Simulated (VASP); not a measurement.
Input of a VASP 6.6.1 run:

File INCAR:

```
ALGO = Normal
EDIFF = 1E-8
ENCUT = 520
GGA = PS
ISIF = 2
ISMEAR = -1
LASPH = T
LCHARG = F
LEFG = T
LREAL = F
LWAVE = F
NBANDS = 15
NELM = 100
PREC = Accurate
SIGMA = 0.08
```

Contents of KPOINTS:

```
k-points
0
Gamma
  17 17 10
```

POSCAR

```
Fe
1.0
    2.4818982858      0.0000000000      0.0000000000
   -1.2409491429      2.1493869651      0.0000000000
    0.0000000000      0.0000000000      3.9172856485
Fe
2
Direct
    0.3333333333      0.6666666667      0.2500000000
    0.6666666667      0.3333333333      0.7500000000
```

Potentials or basis: VASP PAW PBE potentials, release 64 (Fe).

The run is started by

```sh
$ cat potpaw_PBE.64/Fe/POTCAR > POTCAR
$ mpirun -np 1 vasp_std > vasp.out
```

(1) Predict the band gap on the k mesh.

(2) Predict the pressure.

## Answers

(1) zero (band 8 reaches 7.26 eV, above the bottom of band 9 at 5.51 eV).

(2) -17.6 GPa.

Caveat: without QUAD_EFG the Cq values of the log hold for a quadrupole moment of 1 mb, not for the nuclei; the PAW data sets were made with another functional, which shifts forces and pressure a little; the run has no spin polarisation, though such a crystal can be magnetic.
